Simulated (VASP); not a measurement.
# Hf: density of states with PBE

The system is Hf.

```
Hf
1.0
     3.20482    0.00000    0.00000
    -1.60241    2.77545    0.00000
     0.00000    0.00000    5.06769
Hf
2
Direct
  0.33333 0.66667 0.25000
  0.66667 0.33333 0.75000
```

- Program: VASP 6.6.1
- Task: density of states
- Functional: PBE
- Potentials or basis: VASP PAW PBE potentials, release 64 (Hf_pv)
- Cutoff: 520 eV
- k mesh: 15 × 15 × 8
- Occupations: gaussian, width 0.1 eV
- Spin: no spin polarisation
- Dipole correction: no
- k mesh for the DOS: 23 × 23 × 12
- Occupations for the DOS: tetrahedron
- Further INCAR settings: ALGO = Normal; EDIFF = 1e-06; NBANDS = 17

* Valence electrons inside the program's atomic spheres: Hf 8.31

Levels at points of the mesh, in eV from the Fermi level:
| k point | band 8 | band 9 | band 10 | band 11 | band 12 | band 13 |
| --- | --- | --- | --- | --- | --- | --- |
| (0.00, 0.00, 0.00) | -3.70 | 0.61 | 1.16 | 1.16 | 1.44 | 1.98 |
| (0.00, 0.00, 0.50) | -5.40 | 0.14 | 0.14 | 1.05 | 1.05 | 1.05 |

It took 97 s on 1 thread of Intel(R) Xeon(R) Platinum 8488C (Sapphire Rapids), on a shared host, peak memory 0.35 GiB.

Caveat: spin-orbit coupling is left out, which moves the levels of the heavy elements.
